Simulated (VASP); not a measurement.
A run of VASP 6.6.1 is set up as follows.

INCAR

```
PREC = Accurate ; ENCUT = 520
EDIFF = 1E-8 ; ISMEAR = 0
SIGMA = 0.01 ; LREAL = False
LASPH = True ; NELM = 60
ALGO = Normal ; ISIF = 2
LWAVE = False ; LCHARG = False
GGA = PS ; NBANDS = 16
IBRION = 8 ; NSW = 1
```

KPOINTS

```
regular mesh
0
Gamma
  6 6 6
```

Contents of POSCAR:

```
CdTe
1.0
    3.2447046504      3.2447046504      0.0000000000
   -3.2447046504      3.2447046504      0.0000000000
    0.0000000000      3.2447046504      3.2447046504
Cd Te
1 1
Direct
    0.0000000000      0.0000000000      0.0000000000
    0.7500000000      0.2500000000      0.5000000000
```

Potentials or basis: VASP PAW PBE potentials, release 64 (Cd, Te).

Run with:

```bash
$ cat potpaw_PBE.64/Cd/POTCAR potpaw_PBE.64/Te/POTCAR > POTCAR
$ mpirun -np 1 vasp_std > vasp.out
```

Task: What does it give for the highest phonon frequency at Γ, LO-TO splitting left out?

Result: 142 cm⁻¹.

Phonon frequencies in cm⁻¹ (negative: imaginary):
| q point | frequencies |
| --- | --- |
| (0.000, 0.000, 0.000) | 0 0 0 142 142 142 |
